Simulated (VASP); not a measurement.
# ScAl3 (Pm-3m) in VASP: elastic constants with LDA

Aim: the elastic constants of ScAl3 with LDA.

Program: VASP 6.6.1. These are calculated values, not measurements. Logs are shortened: lines on timing, memory, paths and dates and some standing lists are left out, and cuts for length are marked.

## (1) The cell of the first run

It takes space group Pm-3m (No. 221, cubic). Conventional cell: a = 4.033 Å, b = 4.033 Å, c = 4.033 Å, α = 90.00°, β = 90.00°, γ = 90.00°. Al (site symmetry 4/mmm) has 8 Al at 2.85 Å and 4 Sc at 2.85 Å within 3.8 Å. Sc (site symmetry m-3m) has 12 Al at 2.85 Å within 3.8 Å.

## (2) Elastic constants, LDA

File INCAR:

```
PREC = Accurate ; ENCUT = 600
EDIFF = 1E-8 ; ISMEAR = 0
SIGMA = 0.1 ; LREAL = F
LASPH = T ; NELM = 100
ALGO = Normal ; ISIF = 3
LWAVE = F ; LCHARG = F
GGA = CA ; IBRION = 6
NFREE = 2 ; POTIM = 0.015
NSW = 1
```

File KPOINTS:

```
regular mesh
0
Gamma
  4 4 4
```

File POSCAR:

```
ScAl3
1.0
    4.0325600306      0.0000000000      0.0000000000
    0.0000000000      4.0325600306      0.0000000000
    0.0000000000      0.0000000000      4.0325600306
Al Sc
3 1
Direct
    0.0000000000      0.5000000000      0.5000000000
    0.5000000000      0.0000000000      0.5000000000
    0.5000000000      0.5000000000      0.0000000000
    0.0000000000      0.0000000000      0.0000000000
```

Potentials or basis: VASP PAW LDA potentials, release 64 (Al, Sc_sv).

Command:

```
cat potpaw_LDA.64/Al/POTCAR potpaw_LDA.64/Sc_sv/POTCAR > POTCAR
mpirun -np 1 vasp_std > vasp.out
```

OUTCAR:

```text
PREC = Accurate
   ENCUT = 600
   EDIFF = 1E-8
   ISMEAR = 0
   LREAL = F
   LASPH = T
   NELM = 100
   ISIF = 3
   GGA = CA
   IBRION = 6
   NFREE = 2
   POTIM = 0.015
   NSW = 1

 ion  position               nearest neighbor table
   1  0.000  0.500  0.500-   2 2.85   3 2.85   4 2.85   3 2.85   4 2.85   2 2.85   4 2.85   4 2.85
                             2 2.85   3 2.85   3 2.85   2 2.85
   2  0.500  0.000  0.500-   1 2.85   3 2.85   4 2.85   3 2.85   4 2.85   1 2.85   3 2.85   3 2.85
                             1 2.85   4 2.85   4 2.85   1 2.85
   3  0.500  0.500  0.000-   1 2.85   2 2.85   4 2.85   1 2.85   2 2.85   2 2.85   4 2.85   2 2.85
                             1 2.85   4 2.85   1 2.85   4 2.85
   4  0.000  0.000  0.000-   1 2.85   2 2.85   3 2.85   1 2.85   2 2.85   1 2.85   3 2.85   1 2.85
                             2 2.85   3 2.85   2 2.85   3 2.85

  LATTYP: Found a simple cubic cell.
 ALAT       =     4.0325600306

  Lattice vectors:

 A1 = (   4.0325600306,   0.0000000000,   0.0000000000)
 A2 = (   0.0000000000,   4.0325600306,   0.0000000000)
 A3 = (   0.0000000000,   0.0000000000,   4.0325600306)

Analysis of symmetry for initial positions (statically):
=====================================================================
 Subroutine PRICEL returns:
 Original cell was already a primitive cell.

 Routine SETGRP: Setting up the symmetry group for a
 simple cubic supercell.

 Subroutine GETGRP returns: Found 48 space group operations
 (whereof 48 operations were pure point group operations)
 out of a pool of 48 trial point group operations.

The static configuration has the point symmetry O_h .

Analysis of symmetry for dynamics (positions and initial velocities):
=====================================================================
 Subroutine PRICEL returns:
 Original cell was already a primitive cell.

 Routine SETGRP: Setting up the symmetry group for a
 simple cubic supercell.

 Subroutine GETGRP returns: Found 48 space group operations
 (whereof 48 operations were pure point group operations)
 out of a pool of 48 trial point group operations.

The dynamic configuration has the point symmetry O_h .

 Subroutine INISYM returns: Found 48 space group operations
 (whereof 48 operations are pure point group operations),
 and found     1 'primitive' translations

----------------------------------------------------------------------------------------

                                     Primitive cell

  volume of cell :      65.5756

  direct lattice vectors                    reciprocal lattice vectors
     4.032560031  0.000000000  0.000000000     0.247981429  0.000000000  0.000000000
     0.000000000  4.032560031  0.000000000     0.000000000  0.247981429  0.000000000
     0.000000000  0.000000000  4.032560031     0.000000000  0.000000000  0.247981429

  length of vectors
     4.032560031  4.032560031  4.032560031     0.247981429  0.247981429  0.247981429

  position of ions in fractional coordinates (direct lattice)
     0.000000000  0.500000000  0.500000000
     0.500000000  0.000000000  0.500000000
     0.500000000  0.500000000  0.000000000
     0.000000000  0.000000000  0.000000000

  ion indices of the primitive-cell ions
   primitive index   ion index
                 1           1
                 2           2
                 3           3
                 4           4

----------------------------------------------------------------------------------------

 KPOINTS: regular mesh

Automatic generation of k-mesh.
 Grid dimensions read from file:
 generate k-points for:    4    4    4

 Generating k-lattice:

  Cartesian coordinates                     Fractional coordinates (reciprocal lattice)
     0.061995357  0.000000000  0.000000000     0.250000000  0.000000000  0.000000000
     0.000000000  0.061995357  0.000000000     0.000000000  0.250000000  0.000000000
     0.000000000  0.000000000  0.061995357     0.000000000  0.000000000  0.250000000

  Length of vectors
     0.061995357  0.061995357  0.061995357

  Shift w.r.t. Gamma in fractional coordinates (k-lattice)
     0.000000000  0.000000000  0.000000000

 Subroutine IBZKPT returns following result:
 ===========================================

 Found     10 irreducible k-points:
[... 36 lines left out ...]
   NFREE  =      2    steps in history (QN), initial steepest desc. (CG)
   ISIF   =      3    stress and relaxation
   ISYM   =      2    0-nonsym 1-usesym 2-fastsym
   POTIM  = 0.0150    time-step for ionic-motion
   TEBEG  =    0.0;   TEEND  =   0.0 temperature during run
   PSTRESS=    0.0 pullay stress
   NELECT =      20.0000    total number of electrons
   NUPDOWN=      -1.0000    fix difference up-down
   EMIN   =  10.00;   EMAX   =-10.00  energy-range for DOS
   EFERMI =   0.00;   METHOD = LEGACY
   ISMEAR =     0;   SIGMA  =   0.10  broadening in eV -4-tet -1-fermi 0-gaus
   EFERMI_NEDOS =   21; number of points for ismear=-14 and -15
   IALGO  =     38    algorithm
   IMIX   =      4    mixing-type and parameters
     AMIX     =   0.40;   BMIX     =  1.00
     AMIX_MAG =   1.60;   BMIX_MAG =  1.00
  volume/ion in A,a.u.               =      16.39       110.63
  Fermi-wavevector in a.u.,A,eV,Ry     =   1.101972  2.082426 16.522137  1.214343
  Thomas-Fermi vector in A             =   2.238408
   LORBIT       =      0    0 simple, 1 ext, 2 COOP (PROOUT), +10 PAW based schemes
   GGA     = CA    functional components
   LHFCALC =     F    Hartree Fock is set to
   AEXX    =    0.0000 exact exchange contribution
   IVDW    =     0    specifies the selected vdW correction
   LEPSILON=     F    determine dielectric tensor
   LRPA    =     F    only Hartree local field effects (RPA)
 finite differences with symmetry
 non-spin polarized calculation
 Gauss-broadening in eV      SIGMA  =   0.10
  energy-cutoff  :      600.00
  volume of cell :       65.58
 maximum number of plane-waves:      2272
   NGX = 17   NGY = 17   NGZ = 17

--------------------------------------- Ionic step        1  -------------------------------------------

 number of electron      20.0000006 magnetization

 Free energy of the ion-electron system (eV)
  ---------------------------------------------------
  ext. energy  EPLUGINS =         0.00000000
  ---------------------------------------------------
  free energy    TOTEN  =       -21.16688198 eV

  energy without entropy =      -21.14605730  energy(sigma->0) =      -21.15646964

------------------------ aborting loop because EDIFF is reached ----------------------------------------

  FORCE on cell =-STRESS in cart. coord.  units (eV):
  Direction    XX          YY          ZZ          XY          YZ          ZX
  --------------------------------------------------------------------------------------
  -------------------------------------------------------------------------------------
  Total        0.0664153      0.0664153      0.0664153      0.0000000      0.0000000      0.0000000
  in kB        1.6226936      1.6226936      1.6226936      0.0000000      0.0000000      0.0000000
  external PRESSURE =       1.6226936 kB  Pullay stress =       0.0000000 kB
[... 95 lines left out ...]
  FREE ENERGIE OF THE ION-ELECTRON SYSTEM (eV)
  ---------------------------------------------------
  free  energy   TOTEN  =       -21.1586505918 eV

  energy  without entropy=      -21.1379925028  energy(sigma->0) =      -21.14832155

[... ionic steps 4 to 16 ...]

--------------------------------------- Ionic step       17  -------------------------------------------

 number of electron      20.0000006 magnetization

------------------------ aborting loop because EDIFF is reached ----------------------------------------
[... 71 lines left out ...]
--------------------------------------- Ionic step       19  -------------------------------------------

 number of electron      20.0000004 magnetization

 Free energy of the ion-electron system (eV)
  ---------------------------------------------------
  ext. energy  EPLUGINS =         0.00000000
  ---------------------------------------------------
  free energy    TOTEN  =       -21.16573394 eV

  energy without entropy =      -21.14489560  energy(sigma->0) =      -21.15531477

 E-fermi :   7.4609     XC(G=0): -10.7692

 val. band max:        7.4508772441   @ k =   0.2500   0.5000   0.2500
 cond. band min:       7.5388946212   @ k =   0.0000   0.2500   0.2500
 fundamental gap:      0.0880173771
 Fermi energy:         7.4609009616

 k-point     1 :       0.0000    0.0000    0.0000
  band No.  band energies     occupation
      1     -40.8080      2.00000
      2     -19.8744      2.00000
      3     -19.8744      2.00000
      4     -19.8744      2.00000
      5      -2.7704      2.00000
      6       4.7379      2.00000
      7       4.7380      2.00000
      8       5.6363      2.00000
      9       5.6363      2.00000
     10       5.6369      2.00000
     11       8.7198      0.00000
     12       8.7198      0.00000
     13       8.7199      0.00000
     14       8.7305      0.00000
[... 318 lines left out ...]
  FREE ENERGIE OF THE ION-ELECTRON SYSTEM (eV)
  ---------------------------------------------------
  free  energy   TOTEN  =       -21.1657339379 eV

  energy  without entropy=      -21.1448955999  energy(sigma->0) =      -21.15531477

 INTERNAL STRAIN TENSORS FROM STRAINED CELLS
 ============================================

 INTERNAL STRAIN TENSOR FOR ION    1 for displacements in x,y,z  (eV/Angst):
          X           Y           Z          XY          YZ          ZX
  --------------------------------------------------------------------------------
  x     0.00000     0.00000     0.00000     0.00000     0.00000     0.00000
  y     0.00000     0.00000     0.00000     0.00000     0.00000     0.00000
  z     0.00000     0.00000     0.00000     0.00000     0.00000     0.00000

 INTERNAL STRAIN TENSORS FROM DISPLACED ATOMS
 ============================================

 INTERNAL STRAIN TENSOR FOR ION    1 for displacements in x,y,z  (eV/Angst):
          X           Y           Z          XY          YZ          ZX
  --------------------------------------------------------------------------------
  x     0.00000     0.00000     0.00000     0.00000     0.00000     0.00000
  y     0.00000     0.00000     0.00000     0.00000     0.00000     0.00000
  z     0.00000     0.00000     0.00000     0.00000     0.00000     0.00000

 INTERNAL STRAIN TENSOR FOR ION    4 for displacements in x,y,z  (eV/Angst):
          X           Y           Z          XY          YZ          ZX
  --------------------------------------------------------------------------------
  x     0.00000     0.00000     0.00000     0.00000     0.00000     0.00000
  y     0.00000     0.00000     0.00000     0.00000     0.00000     0.00000
  z     0.00000     0.00000     0.00000     0.00000     0.00000     0.00000

 Eigenvectors and eigenvalues of the dynamical matrix
 ----------------------------------------------------

   1 f  =   10.272905 THz    64.546568 2PiTHz  342.667237 cm-1    42.485303 meV
             X         Y         Z           dx          dy          dz
      0.000000  2.016280  2.016280    -0.058221    0.503652   -0.003292
      2.016280  0.000000  2.016280     0.137127   -0.213840   -0.003292
      2.016280  2.016280  0.000000     0.137127    0.503652    0.001398
      0.000000  0.000000  0.000000    -0.167369   -0.614729    0.004018
[... 71 lines left out ...]
  12 f/i=    0.001211 THz     0.007610 2PiTHz    0.040401 cm-1     0.005009 meV
             X         Y         Z           dx          dy          dz
      0.000000  2.016280  2.016280     0.438427   -0.113764   -0.096221
      2.016280  0.000000  2.016280     0.438289   -0.113800   -0.096221
      2.016280  2.016280  0.000000     0.438289   -0.113764   -0.096252
      0.000000  0.000000  0.000000     0.565676   -0.146829   -0.124188

--------------------------------------------------------------------------------------------------------

 ELASTIC MODULI CONTR FROM IONIC RELAXATION (kBar)
 Direction    XX          YY          ZZ          XY          YZ          ZX
 --------------------------------------------------------------------------------
 XX           0.0000      0.0000      0.0000      0.0000      0.0000      0.0000
 YY           0.0000      0.0000      0.0000      0.0000      0.0000      0.0000
 ZZ           0.0000      0.0000      0.0000      0.0000      0.0000      0.0000
 XY           0.0000      0.0000      0.0000      0.0000      0.0000      0.0000
 YZ           0.0000      0.0000      0.0000      0.0000      0.0000      0.0000
 ZX           0.0000      0.0000      0.0000      0.0000      0.0000      0.0000
 --------------------------------------------------------------------------------

 TOTAL ELASTIC MODULI (kBar)
 Direction    XX          YY          ZZ          XY          YZ          ZX
 --------------------------------------------------------------------------------
 XX        1440.7000    682.2008    682.2008     -0.0000      0.0000      0.0000
 YY         682.2008   1440.7000    682.2008      0.0000     -0.0000     -0.0000
 ZZ         682.2008    682.2008   1440.7000      0.0000     -0.0000      0.0000
 XY          -0.0000      0.0000      0.0000     82.0872      0.0000      0.0000
 YZ           0.0000     -0.0000     -0.0000      0.0000     82.0872      0.0000
 ZX           0.0000     -0.0000      0.0000      0.0000      0.0000     82.0872
 --------------------------------------------------------------------------------
```

Run time: 3.3 min. Hardware: 1 thread of AMD EPYC 7R13 (Zen 3), shared host; peak memory 0.17 GiB.

What came out:

- Elastic constants C11, C12, C44: 144, 68, 8 GPa
- Voigt bulk modulus: 94 GPa
- Highest phonon frequency at Γ: 343 cm⁻¹

Phonon frequencies in cm⁻¹ (negative: imaginary):
```csv
q point,frequencies
"(0.000, 0.000, 0.000)",0 0 0 243 243 243 264 264 264 343 343 343
```

Elastic tensor in Voigt notation (GPa, in the Cartesian axes of the cell as first typed):
```
144  68  68   0   0   0
 68 144  68   0   0   0
 68  68 144   0   0   0
  0   0   0   8   0   0
  0   0   0   0   8   0
  0   0   0   0   0   8
```

Clamped-ion elastic tensor (GPa):
```
144  68  68   0   0   0
 68 144  68   0   0   0
 68  68 144   0   0   0
  0   0   0   8   0   0
  0   0   0   0   8   0
  0   0   0   0   0   8
```

Caveat: the k points lie up to 0.39 Å⁻¹ apart.
